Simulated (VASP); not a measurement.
# Mg3Sc (Pm-3m) in VASP: further runs

Runs on Mg3Sc. Level: LDA. Tasks: single point.

Program: VASP 6.6.1. These are calculated values, not measurements. Logs are shortened: lines on timing, memory, paths and dates and some standing lists are left out, and cuts for length are marked.

**1. The cell of the first run**

It takes space group Pm-3m (No. 221, cubic). Conventional cell: a = 4.513 Å, b = 4.513 Å, c = 4.513 Å, α = 90.00°, β = 90.00°, γ = 90.00°. Within 4.2 Å of Mg (site symmetry 4/mmm) lie 8 Mg at 3.19 Å and 4 Sc at 3.19 Å. Sc (site symmetry m-3m) has 12 Mg at 3.19 Å within 4.2 Å.

**2. Single point, LDA**

The input, INCAR:

```
PREC     = Accurate       # precision mode
ENCUT    = 520            # plane-wave cutoff, eV
EDIFF    = 1E-6           # SCF threshold, eV
ISMEAR   = 0              # smearing method
SIGMA    = 0.3            # smearing width, eV
LREAL    = F              # projectors in reciprocal space
LASPH    = T              # aspherical terms in the spheres
NELM     = 80             # most SCF steps
ALGO     = Normal         # electronic algorithm
ISIF     = 2              # what is computed and relaxed
LWAVE    = F              # write WAVECAR
LCHARG   = F              # write CHGCAR
NBANDS   = 16             # bands
```

The input, KPOINTS:

```
regular mesh
0
Gamma
  5 5 5
```

The input, POSCAR:

```
Mg3Sc
1.0
    4.5131440000      0.0000000000      0.0000000000
    0.0000000000      4.5131440000      0.0000000000
    0.0000000000      0.0000000000      4.5131440000
Mg Sc
3 1
Direct
    0.5000000000      0.5000000000      0.0000000000
    0.0000000000      0.5000000000      0.5000000000
    0.5000000000      0.0000000000      0.5000000000
    0.0000000000      0.0000000000      0.0000000000
```

Potentials or basis: VASP PAW LDA potentials, release 64 (Mg, Sc_sv).

The run is started by

```sh
> cat potpaw_LDA.64/Mg/POTCAR potpaw_LDA.64/Sc_sv/POTCAR > POTCAR
> mpirun -np 1 vasp_std > vasp.out
```

OUTCAR:

```text
PREC = Accurate
   ENCUT = 520
   EDIFF = 1E-6
   ISMEAR = 0
   LREAL = F
   LASPH = T
   NELM = 80
   ISIF = 2

 ion  position               nearest neighbor table
   1  0.500  0.500  0.000-   2 3.19   3 3.19   4 3.19   2 3.19   3 3.19   3 3.19   4 3.19   3 3.19
                             2 3.19   4 3.19   2 3.19   4 3.19
   2  0.000  0.500  0.500-   1 3.19   3 3.19   4 3.19   1 3.19   4 3.19   3 3.19   4 3.19   4 3.19
                             1 3.19   3 3.19   1 3.19   3 3.19
   3  0.500  0.000  0.500-   1 3.19   2 3.19   4 3.19   1 3.19   4 3.19   1 3.19   2 3.19   1 3.19
                             2 3.19   4 3.19   4 3.19   2 3.19
   4  0.000  0.000  0.000-   1 3.19   2 3.19   3 3.19   2 3.19   3 3.19   1 3.19   2 3.19   2 3.19
                             1 3.19   3 3.19   3 3.19   1 3.19

  LATTYP: Found a simple cubic cell.
 ALAT       =     4.5131440000

  Lattice vectors:

 A1 = (   4.5131440000,   0.0000000000,   0.0000000000)
 A2 = (   0.0000000000,   4.5131440000,   0.0000000000)
 A3 = (   0.0000000000,   0.0000000000,   4.5131440000)

Analysis of symmetry for initial positions (statically):
=====================================================================
 Subroutine PRICEL returns:
 Original cell was already a primitive cell.

 Routine SETGRP: Setting up the symmetry group for a
 simple cubic supercell.

 Subroutine GETGRP returns: Found 48 space group operations
 (whereof 48 operations were pure point group operations)
 out of a pool of 48 trial point group operations.

The static configuration has the point symmetry O_h .

Analysis of symmetry for dynamics (positions and initial velocities):
=====================================================================
 Subroutine PRICEL returns:
 Original cell was already a primitive cell.

 Routine SETGRP: Setting up the symmetry group for a
 simple cubic supercell.

 Subroutine GETGRP returns: Found 48 space group operations
 (whereof 48 operations were pure point group operations)
 out of a pool of 48 trial point group operations.

The dynamic configuration has the point symmetry O_h .

 Subroutine INISYM returns: Found 48 space group operations
 (whereof 48 operations are pure point group operations),
 and found     1 'primitive' translations

----------------------------------------------------------------------------------------

                                     Primitive cell

  volume of cell :      91.9258

  direct lattice vectors                    reciprocal lattice vectors
     4.513144000  0.000000000  0.000000000     0.221575026  0.000000000  0.000000000
     0.000000000  4.513144000  0.000000000     0.000000000  0.221575026  0.000000000
     0.000000000  0.000000000  4.513144000     0.000000000  0.000000000  0.221575026

  length of vectors
     4.513144000  4.513144000  4.513144000     0.221575026  0.221575026  0.221575026

  position of ions in fractional coordinates (direct lattice)
     0.500000000  0.500000000  0.000000000
     0.000000000  0.500000000  0.500000000
     0.500000000  0.000000000  0.500000000
     0.000000000  0.000000000  0.000000000

  ion indices of the primitive-cell ions
   primitive index   ion index
                 1           1
                 2           2
                 3           3
                 4           4

----------------------------------------------------------------------------------------

 KPOINTS: regular mesh

Automatic generation of k-mesh.
 Grid dimensions read from file:
 generate k-points for:    5    5    5

 Generating k-lattice:

  Cartesian coordinates                     Fractional coordinates (reciprocal lattice)
     0.044315005  0.000000000  0.000000000     0.200000000  0.000000000  0.000000000
     0.000000000  0.044315005  0.000000000     0.000000000  0.200000000  0.000000000
     0.000000000  0.000000000  0.044315005     0.000000000  0.000000000  0.200000000

  Length of vectors
     0.044315005  0.044315005  0.044315005

  Shift w.r.t. Gamma in fractional coordinates (k-lattice)
     0.000000000  0.000000000  0.000000000

 Subroutine IBZKPT returns following result:
 ===========================================

 Found     10 irreducible k-points:

 Following reciprocal coordinates:
            Coordinates               Weight
  0.000000  0.000000  0.000000      1.000000
  0.200000  0.000000  0.000000      6.000000
  0.400000  0.000000  0.000000      6.000000
  0.200000  0.200000  0.000000     12.000000
  0.400000  0.200000  0.000000     24.000000
  0.400000  0.400000  0.000000     12.000000
  0.200000  0.200000  0.200000      8.000000
  0.400000  0.200000  0.200000     24.000000
  0.400000  0.400000  0.200000     24.000000
  0.400000  0.400000  0.400000      8.000000
   k-points           NKPTS =     10   k-points in BZ     NKDIM =     10   number of bands    NBANDS=     16
   number of dos      NEDOS =    301   number of ions     NIONS =      4
   total plane-waves  NPLWV =  46656
   dimension x,y,z NGX =    36 NGY =   36 NGZ =   36
   dimension x,y,z NGXF=    72 NGYF=   72 NGZF=   72
   ions per type =               3   1
   NGX,Y,Z   is equivalent  to a cutoff of  13.26, 13.26, 13.26 a.u.
   NGXF,Y,Z  is equivalent  to a cutoff of  26.52, 26.52, 26.52 a.u.
 SYSTEM =  unknown system
   PREC   = accura    normal or accurate (medium, high low for compatibility)
   ISTART =      0    job   : 0-new  1-cont  2-samecut
   ICHARG =      2    charge: 1-file 2-atom 10-const
   ISPIN  =      1    spin polarized calculation?
   LNONCOLLINEAR =      F non collinear calculations
   LSORBIT =      F    spin-orbit coupling
   LASPH  =      T    aspherical Exc in radial PAW
   ENCUT  =  520.0 eV  38.22 Ry    6.18 a.u.   8.39  8.39  8.39*2*pi/ulx,y,z
   NELM   =     80;   NELMIN=  2; NELMDL= -5     # of ELM steps
   EDIFF  = 0.1E-05   stopping-criterion for ELM
   LREAL  =      F    real-space projection
   EDIFFG = 0.1E-04   stopping-criterion for IOM
   NSW    =      0    number of steps for IOM
   IBRION =     -1    ionic relax: 0-MD 1-quasi-New 2-CG
   NFREE  =      0    steps in history (QN), initial steepest desc. (CG)
   ISIF   =      2    stress and relaxation
   ISYM   =      2    0-nonsym 1-usesym 2-fastsym
   POTIM  = 0.5000    time-step for ionic-motion
   TEBEG  =    0.0;   TEEND  =   0.0 temperature during run
   PSTRESS=    0.0 pullay stress
   NELECT =      17.0000    total number of electrons
   NUPDOWN=      -1.0000    fix difference up-down
   EMIN   =  10.00;   EMAX   =-10.00  energy-range for DOS
   EFERMI =   0.00;   METHOD = LEGACY
   ISMEAR =     0;   SIGMA  =   0.30  broadening in eV -4-tet -1-fermi 0-gaus
   EFERMI_NEDOS =   21; number of points for ismear=-14 and -15
   IALGO  =     38    algorithm
   IMIX   =      4    mixing-type and parameters
     AMIX     =   0.40;   BMIX     =  1.00
     AMIX_MAG =   1.60;   BMIX_MAG =  1.00
  volume/ion in A,a.u.               =      22.98       155.09
  Fermi-wavevector in a.u.,A,eV,Ry     =   0.932707  1.762561 11.836287  0.869943
  Thomas-Fermi vector in A             =   2.059333
   LORBIT       =      0    0 simple, 1 ext, 2 COOP (PROOUT), +10 PAW based schemes
   GGA     = CA    functional components
   LHFCALC =     F    Hartree Fock is set to
   AEXX    =    0.0000 exact exchange contribution
   IVDW    =     0    specifies the selected vdW correction
   LEPSILON=     F    determine dielectric tensor
   LRPA    =     F    only Hartree local field effects (RPA)
 non-spin polarized calculation
 Gauss-broadening in eV      SIGMA  =   0.30
  energy-cutoff  :      520.00
  volume of cell :       91.93
 maximum number of plane-waves:      2517
 NGX is ok and might be reduce to    36
   NGX = 17   NGY = 17   NGZ = 17

 number of electron      17.0000004 magnetization

 Free energy of the ion-electron system (eV)
  ---------------------------------------------------
  ext. energy  EPLUGINS =         0.00000000
  ---------------------------------------------------
  free energy    TOTEN  =       -12.45570851 eV

  energy without entropy =      -12.29885491  energy(sigma->0) =      -12.37728171

 E-fermi :   2.6618     XC(G=0):  -9.1275

 val. band max:        2.5078785458   @ k =   0.4000   0.4000   0.4000
 cond. band min:       2.6627644187   @ k =   0.2000   0.2000   0.0000
 fundamental gap:      0.1548858729
 Fermi energy:         2.6618405096

 k-point     1 :       0.0000    0.0000    0.0000
  band No.  band energies     occupation
      1     -46.5097      2.00000
      2     -25.4845      2.00000
      3     -25.4845      2.00000
      4     -25.4845      2.00000
      5      -3.7356      2.00000
      6       1.9574      1.99910
[... 8 lines left out ...]
     15       7.4627      0.00000
     16       7.4627      0.00000

 k-point     2 :       0.2000    0.0000    0.0000
  band No.  band energies     occupation
      1     -46.5096      2.00000
      2     -25.4870      2.00000
      3     -25.4843      2.00000
      4     -25.4843      2.00000
      5      -3.4288      2.00000
      6       0.7203      2.00000
[... 8 lines left out ...]
     15       7.0755      0.00000
     16       8.2197      0.00000

 k-point     3 :       0.4000    0.0000    0.0000
  band No.  band energies     occupation
      1     -46.5095      2.00000
      2     -25.4911      2.00000
      3     -25.4841      2.00000
      4     -25.4841      2.00000
      5      -2.5328      2.00000
      6      -1.0777      2.00000
[... 8 lines left out ...]
     15       6.3352      0.00000
     16       7.0914      0.00000

 k-point     4 :       0.2000    0.2000    0.0000
  band No.  band energies     occupation
      1     -46.5095      2.00000
      2     -25.4869      2.00000
      3     -25.4867      2.00000
      4     -25.4842      2.00000
      5      -3.1265      2.00000
      6       0.8926      2.00000
[... 8 lines left out ...]
     15       6.8213      0.00000
     16       8.3199      0.00000

 k-point     5 :       0.4000    0.2000    0.0000
  band No.  band energies     occupation
      1     -46.5094      2.00000
      2     -25.4908      2.00000
      3     -25.4865      2.00000
      4     -25.4839      2.00000
      5      -2.2468      2.00000
      6      -0.8026      2.00000
[... 8 lines left out ...]
     15       6.5173      0.00000
     16       6.9442      0.00000

 k-point     6 :       0.4000    0.4000    0.0000
  band No.  band energies     occupation
      1     -46.5093      2.00000
      2     -25.4904      2.00000
      3     -25.4904      2.00000
      4     -25.4837      2.00000
      5      -1.4312      2.00000
      6      -0.0980      2.00000
[... 8 lines left out ...]
     15       7.0159      0.00000
     16       7.1666      0.00000

 k-point     7 :       0.2000    0.2000    0.2000
  band No.  band energies     occupation
      1     -46.5095      2.00000
      2     -25.4868      2.00000
      3     -25.4865      2.00000
      4     -25.4865      2.00000
      5      -2.8288      2.00000
      6       1.0810      2.00000
[... 8 lines left out ...]
     15       7.3038      0.00000
     16       7.3038      0.00000

 k-point     8 :       0.4000    0.2000    0.2000
  band No.  band energies     occupation
      1     -46.5093      2.00000
      2     -25.4906      2.00000
      3     -25.4864      2.00000
      4     -25.4862      2.00000
      5      -1.9657      2.00000
      6      -0.5316      2.00000
[... 8 lines left out ...]
     15       6.2411      0.00000
     16       7.4448      0.00000

 k-point     9 :       0.4000    0.4000    0.2000
  band No.  band energies     occupation
      1     -46.5092      2.00000
      2     -25.4902      2.00000
      3     -25.4901      2.00000
      4     -25.4860      2.00000
      5      -1.1642      2.00000
      6       0.1945      2.00000
[... 8 lines left out ...]
     15       6.1837      0.00000
     16       6.7938      0.00000

 k-point    10 :       0.4000    0.4000    0.4000
  band No.  band energies     occupation
      1     -46.5091      2.00000
      2     -25.4898      2.00000
      3     -25.4897      2.00000
      4     -25.4897      2.00000
      5      -0.4062      2.00000
      6       0.7436      2.00000
[... 8 lines left out ...]
     15       6.1871      0.00000
     16       6.1871      0.00000

------------------------ aborting loop because EDIFF is reached ----------------------------------------

  FORCE on cell =-STRESS in cart. coord.  units (eV):
  Direction    XX          YY          ZZ          XY          YZ          ZX
  --------------------------------------------------------------------------------------
  -------------------------------------------------------------------------------------
  Total       -1.7012845     -1.7012845     -1.7012845     -0.0000000      0.0000000     -0.0000000
  in kB      -29.6517237    -29.6517237    -29.6517237     -0.0000000      0.0000000     -0.0000000
  external PRESSURE =     -29.6517237 kB  Pullay stress =       0.0000000 kB

 VOLUME and BASIS-vectors are now :
 -----------------------------------------------------------------------------
  energy-cutoff  :      520.00
  volume of cell :       91.93
      direct lattice vectors                 reciprocal lattice vectors
     4.513144000  0.000000000  0.000000000     0.221575026  0.000000000  0.000000000
     0.000000000  4.513144000  0.000000000     0.000000000  0.221575026  0.000000000
     0.000000000  0.000000000  4.513144000     0.000000000  0.000000000  0.221575026

 POSITION                                       TOTAL-FORCE (eV/Angst)
 -----------------------------------------------------------------------------------
      2.25657      2.25657      0.00000         0.000000      0.000000      0.000000
      0.00000      2.25657      2.25657         0.000000      0.000000      0.000000
      2.25657      0.00000      2.25657         0.000000      0.000000      0.000000
      0.00000      0.00000      0.00000         0.000000      0.000000      0.000000
 -----------------------------------------------------------------------------------
    total drift:                                0.000000     -0.000000     -0.000000

  FREE ENERGIE OF THE ION-ELECTRON SYSTEM (eV)
  ---------------------------------------------------
  free  energy   TOTEN  =       -12.4557085109 eV

  energy  without entropy=      -12.2988549063  energy(sigma->0) =      -12.37728171
```

It took 28 s on 1 thread of Intel Xeon 8259CL, shared host; peak memory 0.17 GiB.

What came out:

* Free energy: -12.4557 eV
* Pressure: -3.0 GPa
* Band gap on the k mesh: zero (an odd number of electrons rules out a gap without spin polarisation)

Levels at points of the mesh, in eV from the Fermi level:
```tsv
k point	band 5	band 6	band 7	band 8	band 9	band 10	band 11	band 12
(0.00, 0.00, 0.00)	-6.40	-0.70	-0.70	0.44	0.44	0.44	1.28	1.28
```

Caveat: so wide a smearing shifts energies and pressures.

**3. Single point, LDA**

The input, INCAR:

```
PREC = Accurate
ENCUT = 520
EDIFF = 1E-6
ISMEAR = 0
SIGMA = 0.2
LREAL = F
LASPH = T
NELM = 60
ALGO = Normal
ISIF = 2
LWAVE = F
LCHARG = T
LELF = T
LVHAR = T
NBANDS = 16
```

The input, KPOINTS:

```
Automatic mesh
0
Gamma
  5 5 5
```

POSCAR is that of step 2.

Potentials or basis: VASP PAW LDA potentials, release 64 (Mg, Sc_sv).

The run is started by

```sh
> cat potpaw_LDA.64/Mg/POTCAR potpaw_LDA.64/Sc_sv/POTCAR > POTCAR
> mpirun -np 1 vasp_std > vasp.out
```

Run time: 31 s. Hardware: 1 thread of Intel Xeon 8259CL, shared host; peak memory 0.18 GiB.

The run converged. Its results:

```yaml
Free_energy: -12.4144 eV
Pressure: -3.1 GPa
Band_gap_on_the_k_mesh: zero (an odd number of electrons rules out a gap without spin polarisation)
```

Levels at points of the mesh, in eV from the Fermi level:
```csv
k point,band 6,band 7,band 8,band 9,band 10,band 11
"(0.00, 0.00, 0.00)",-0.72,-0.72,0.43,0.43,0.43,1.26
```

Caveat: the cell stands under tension.

(Part 1 of 2 ends here.)
